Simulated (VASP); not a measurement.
# Al3Cu (Pm-3m) in VASP: further runs, part 3 of 3

VASP 6.6.1. Earlier steps stand in the parts before.

### 6 Single point, r2SCAN

Contents of POSCAR:

```
Al3Cu
1.0
    3.9241510000      0.0000000000      0.0000000000
    0.0000000000      3.9241510000      0.0000000000
    0.0000000000      0.0000000000      3.9241510000
Al Cu
3 1
Direct
    0.0000000000      0.5000000000      0.5000000000
    0.5000000000      0.0000000000      0.5000000000
    0.5000000000      0.5000000000      0.0000000000
    0.0000000000      0.0000000000      0.0000000000
```

Contents of INCAR.step1:

```
PREC = Accurate
ENCUT = 520
ISMEAR = 0
SIGMA = 0.1
LREAL = F
LASPH = T
NELM = 100
NBANDS = 18
GGA = PE
ALGO = Normal
EDIFF = 1E-4
LWAVE = T
LCHARG = F
```

Contents of INCAR.step2:

```
PREC = Accurate
ENCUT = 520
EDIFF = 1E-6
ISMEAR = 0
SIGMA = 0.1
LREAL = F
LASPH = T
NELM = 100
ALGO = Normal
ISIF = 2
LWAVE = F
LCHARG = F
METAGGA = R2SCAN
LMIXTAU = T
NBANDS = 18
ISTART = 1
```

Contents of KPOINTS:

```
Automatic mesh
0
Gamma
  12 12 12
```

Potentials or basis: VASP PAW PBE potentials, release 64 (Al, Cu).

Command:

```sh
> cat potpaw_PBE.64/Al/POTCAR potpaw_PBE.64/Cu/POTCAR > POTCAR
> cp INCAR.step1 INCAR
> mpirun -np 1 vasp_std > vasp.out
> cp INCAR.step2 INCAR
> mpirun -np 1 vasp_std > vasp.out
```

OUTCAR:

```text
PREC = Accurate
   ENCUT = 520
   EDIFF = 1E-6
   ISMEAR = 0
   LREAL = F
   LASPH = T
   NELM = 100
   ISIF = 2
   METAGGA = R2SCAN
   ISTART = 1

 ion  position               nearest neighbor table
   1  0.000  0.500  0.500-   2 2.77   3 2.77   4 2.77   3 2.77   4 2.77   2 2.77   4 2.77   4 2.77
                             2 2.77   3 2.77   3 2.77   2 2.77
   2  0.500  0.000  0.500-   1 2.77   3 2.77   4 2.77   3 2.77   4 2.77   1 2.77   3 2.77   3 2.77
                             1 2.77   4 2.77   4 2.77   1 2.77
   3  0.500  0.500  0.000-   1 2.77   2 2.77   4 2.77   1 2.77   2 2.77   2 2.77   4 2.77   2 2.77
                             1 2.77   4 2.77   1 2.77   4 2.77
   4  0.000  0.000  0.000-   1 2.77   2 2.77   3 2.77   1 2.77   2 2.77   1 2.77   3 2.77   1 2.77
                             2 2.77   3 2.77   2 2.77   3 2.77

  LATTYP: Found a simple cubic cell.
 ALAT       =     3.9241510000

  Lattice vectors:

 A1 = (   3.9241510000,   0.0000000000,   0.0000000000)
 A2 = (   0.0000000000,   3.9241510000,   0.0000000000)
 A3 = (   0.0000000000,   0.0000000000,   3.9241510000)

Analysis of symmetry for initial positions (statically):
=====================================================================
 Subroutine PRICEL returns:
 Original cell was already a primitive cell.

 Routine SETGRP: Setting up the symmetry group for a
 simple cubic supercell.

 Subroutine GETGRP returns: Found 48 space group operations
 (whereof 48 operations were pure point group operations)
 out of a pool of 48 trial point group operations.

The static configuration has the point symmetry O_h .

Analysis of symmetry for dynamics (positions and initial velocities):
=====================================================================
 Subroutine PRICEL returns:
 Original cell was already a primitive cell.

 Routine SETGRP: Setting up the symmetry group for a
 simple cubic supercell.

 Subroutine GETGRP returns: Found 48 space group operations
 (whereof 48 operations were pure point group operations)
 out of a pool of 48 trial point group operations.

The dynamic configuration has the point symmetry O_h .
[... 120 lines left out ...]
   IALGO  =     38    algorithm
   IMIX   =      4    mixing-type and parameters
     AMIX     =   0.40;   BMIX     =  1.00
     AMIX_MAG =   1.60;   BMIX_MAG =  1.00
  volume/ion in A,a.u.               =      15.11       101.95
  Fermi-wavevector in a.u.,A,eV,Ry     =   1.132415  2.139955 17.447632  1.282365
  Thomas-Fermi vector in A             =   2.269116
   LORBIT       =      0    0 simple, 1 ext, 2 COOP (PROOUT), +10 PAW based schemes
   METAGGA = R2SCAN    functional components
   LHFCALC =     F    Hartree Fock is set to
   AEXX    =    0.0000 exact exchange contribution
   IVDW    =     0    specifies the selected vdW correction
   LEPSILON=     F    determine dielectric tensor
   LRPA    =     F    only Hartree local field effects (RPA)
 non-spin polarized calculation
 Gauss-broadening in eV      SIGMA  =   0.10
  energy-cutoff  :      520.00
  volume of cell :       60.43
 maximum number of plane-waves:      1647
 NGX is ok and might be reduce to    30
   NGX = 15   NGY = 15   NGZ = 15

 number of electron      20.0000021 magnetization

 Free energy of the ion-electron system (eV)
  ---------------------------------------------------
  ext. energy  EPLUGINS =         0.00000000
  ---------------------------------------------------
  free energy    TOTEN  =       -31.15251102 eV

  energy without entropy =      -31.14782323  energy(sigma->0) =      -31.15016713

 E-fermi :   8.1951     XC(G=0): -11.5387

 val. band max:        8.1926384566   @ k =   0.5000   0.3333   0.3333
 cond. band min:       8.2212432514   @ k =   0.0833   0.0833   0.0000
 fundamental gap:      0.0286047948
 Fermi energy:         8.1951426405

 k-point     1 :       0.0000    0.0000    0.0000
  band No.  band energies     occupation
      1      -3.5709      2.00000
      2       3.7750      2.00000
      3       3.7750      2.00000
      4       4.5147      2.00000
      5       4.5147      2.00000
      6       4.5147      2.00000
[... 481 lines left out ...]
      5       4.2371      2.00000
      6       4.3288      2.00000
[... 10 lines left out ...]
     17      15.5077      0.00000
     18      15.8779      0.00000

 [... further k-points ...]
[... 5 lines left out ...]
  --------------------------------------------------------------------------------------
  -------------------------------------------------------------------------------------
  Total       -1.0659241     -1.0659241     -1.0659241      0.0000000      0.0000000      0.0000000
  in kB      -28.2617940    -28.2617940    -28.2617940      0.0000000      0.0000000      0.0000000
  external PRESSURE =     -28.2617940 kB  Pullay stress =       0.0000000 kB

 VOLUME and BASIS-vectors are now :
 -----------------------------------------------------------------------------
  energy-cutoff  :      520.00
  volume of cell :       60.43
      direct lattice vectors                 reciprocal lattice vectors
     3.924151000  0.000000000  0.000000000     0.254832192  0.000000000  0.000000000
     0.000000000  3.924151000  0.000000000     0.000000000  0.254832192  0.000000000
     0.000000000  0.000000000  3.924151000     0.000000000  0.000000000  0.254832192

 POSITION                                       TOTAL-FORCE (eV/Angst)
 -----------------------------------------------------------------------------------
      0.00000      1.96208      1.96208         0.000000      0.000000      0.000000
      1.96208      0.00000      1.96208         0.000000      0.000000      0.000000
      1.96208      1.96208      0.00000         0.000000      0.000000      0.000000
      0.00000      0.00000      0.00000         0.000000      0.000000      0.000000
 -----------------------------------------------------------------------------------
    total drift:                                0.000000     -0.000000     -0.000000

  FREE ENERGIE OF THE ION-ELECTRON SYSTEM (eV)
  ---------------------------------------------------
  free  energy   TOTEN  =       -31.1525110211 eV

  energy  without entropy=      -31.1478232293  energy(sigma->0) =      -31.15016713
```

OSZICAR.step1:

```text
N       E                     dE             d eps       ncg     rms          rms(c)
DAV:   1     0.727407343892E+02    0.72741E+02   -0.83499E+03  3040   0.114E+03
DAV:   2    -0.136725236001E+02   -0.86413E+02   -0.80364E+02  3090   0.210E+02
DAV:   3    -0.175897285132E+02   -0.39172E+01   -0.37752E+01  4182   0.502E+01
DAV:   4    -0.176805223860E+02   -0.90794E-01   -0.90495E-01  4308   0.620E+00
DAV:   5    -0.176832383964E+02   -0.27160E-02   -0.27157E-02  4290   0.113E+00    0.170E+01
DAV:   6    -0.232217853975E+02   -0.55385E+01   -0.82280E+01  3336   0.253E+02    0.156E+01
DAV:   7    -0.158377815187E+02    0.73840E+01   -0.18175E+01  3886   0.788E+01    0.536E+00
DAV:   8    -0.151256413085E+02    0.71214E+00   -0.24302E+00  4050   0.497E+01    0.808E-01
DAV:   9    -0.151285763387E+02   -0.29350E-02   -0.20421E-01  4492   0.436E+00    0.382E-01
DAV:  10    -0.151317835576E+02   -0.32072E-02   -0.20145E-02  3746   0.442E+00    0.489E-01
DAV:  11    -0.151286863271E+02    0.30972E-02   -0.36329E-03  4030   0.198E+00    0.244E-01
DAV:  12    -0.151279403560E+02    0.74597E-03   -0.25791E-03  4348   0.159E+00    0.202E-02
DAV:  13    -0.151279638637E+02   -0.23508E-04   -0.19886E-04  2152   0.165E-01
   1 F= -.15127964E+02 E0= -.15125412E+02  d E =-.510387E-02
```

Wall time 3.9 min (1 thread of Intel Xeon 6975P-C, shared host); peak memory 0.23 GiB.

What came out:

```yaml
Free_energy: -31.1525 eV
Pressure: -2.8 GPa
Band_gap_on_the_k_mesh: zero (band 10 reaches 10.48 eV, above the bottom of band 11 at 6.26 eV)
```

Levels at points of the mesh, in eV from the Fermi level:
| k point | band 6 | band 7 | band 8 | band 9 | band 10 | band 11 | band 12 | band 13 | band 14 | band 15 |
| --- | --- | --- | --- | --- | --- | --- | --- | --- | --- | --- |
| (0.00, 0.00, 0.00) | -3.68 | -2.57 | -2.57 | -2.57 | -0.59 | 0.57 | 0.57 | 6.82 | 6.82 | 6.82 |
| (0.50, 0.00, 0.00) | -3.65 | -3.47 | 0.24 | 0.24 | 0.30 | 0.30 | 0.69 | 2.30 | 2.36 | 3.70 |
| (0.50, 0.50, 0.00) | -3.92 | -3.47 | -3.39 | -3.16 | 1.38 | 3.07 | 3.07 | 3.47 | 4.02 | 4.02 |
| (0.50, 0.50, 0.50) | -4.25 | -4.25 | -3.46 | -3.46 | -2.47 | -1.93 | -1.93 | -1.93 | 12.79 | 12.79 |

Caveat: the PAW data sets were made with another functional, which shifts forces and pressure a little.

### 7 The runs side by side

| k mesh | gap on the mesh (eV) | pressure (GPa) |
| --- | --- | --- |
| 6 × 6 × 6 | none | -3.1 |
| 8 × 8 × 8 | none | -2.8 |
| 10 × 10 × 10 | none | -2.8 |
| 12 × 12 × 12 | none | -2.8 |

Alike in all rows: task single point; level r2SCAN; potentials or basis VASP PAW PBE potentials, release 64 (Al, Cu); no spin polarisation; cell as given; cutoff (eV) 520; smearing gaussian 0.1 eV.

Every run on the cell as given and a fine mesh finds a metal.

Caveats: the PAW data sets were made with another functional, which shifts forces and pressure a little.

Absolute energies hang on the potentials; compare differences alone.
